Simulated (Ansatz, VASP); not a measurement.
**TlSi: VASP beside Ansatz**

The input INCAR:

```
ALGO     = Normal         # electronic algorithm
EDIFF    = 1E-6           # SCF threshold, eV
ENCUT    = 500            # plane-wave cutoff, eV
GGA      = PE             # functional
GGA_COMPAT= F            
ISIF     = 2              # what is computed and relaxed
ISMEAR   = 0              # smearing method
LASPH    = T              # aspherical terms in the spheres
LCHARG   = F              # write CHGCAR
LREAL    = F              # projectors in reciprocal space
LWAVE    = F              # write WAVECAR
NBANDS   = 16             # bands
NELM     = 120            # most SCF steps
PREC     = Accurate       # precision mode
SIGMA    = 0.1            # smearing width, eV
```

KPOINTS

```
k-points
0
Gamma
  6 6 6
```

File POSCAR:

```
TlSi
1.0
    3.5611005977      0.0000000000      0.0000000000
    0.0000000000      3.5611005977      0.0000000000
    0.0000000000      0.0000000000      3.5611005977
Tl Si
1 1
Direct
    0.0000000000      0.0000000000      0.0000000000
    0.5000000000      0.5000000000      0.5000000000
```

Input for Ansatz:

```yaml
crystal:
  lattice:
    - [3.5611005977, 0.0, 0.0]
    - [0.0, 3.5611005977, 0.0]
    - [0.0, 0.0, 3.5611005977]
  atoms:
    - { symbol: Tl, position: [0.0, 0.0, 0.0] }
    - { symbol: Si, position: [0.5, 0.5, 0.5] }
basis:
  ecutwfc: 420
kpoints:
  mp_grid: { grid: [6, 6, 6] }
hamiltonian:
  xc: pbe
scf:
  occupations: { method: gaussian, width: 0.1 }
  lower_state_search: "off"
output:
  forces: true
  stress: true
  eigenvalues: true
```

Alike in both runs: task single point; functional PBE; k mesh 6 × 6 × 6; occupations gaussian, width 0.1 eV; no spin polarisation.

```csv
,VASP,Ansatz
version,VASP 6.6.1,Ansatz 0.2.0
potentials or method,"VASP PAW PBE potentials, release 64 (Tl_d, Si), cutoff 500 eV","scalar-relativistic, plane waves, PAW"
valence electrons in the cell,17,17
```

VASP gave:

```
gap on the k mesh at the Fermi level (eV) : none
pressure (GPa)                            : 2.1
```

Problem. What did Ansatz give for the same quantities?

Solution. gap on the k mesh at the Fermi level (eV): none; pressure (GPa): 2.2.

A gap of «none» marks a metal or a gap that the smearing closes. With one functional, cell and mesh, what is left measures potentials, basis and numerics.

Neither program's run includes spin-orbit coupling.
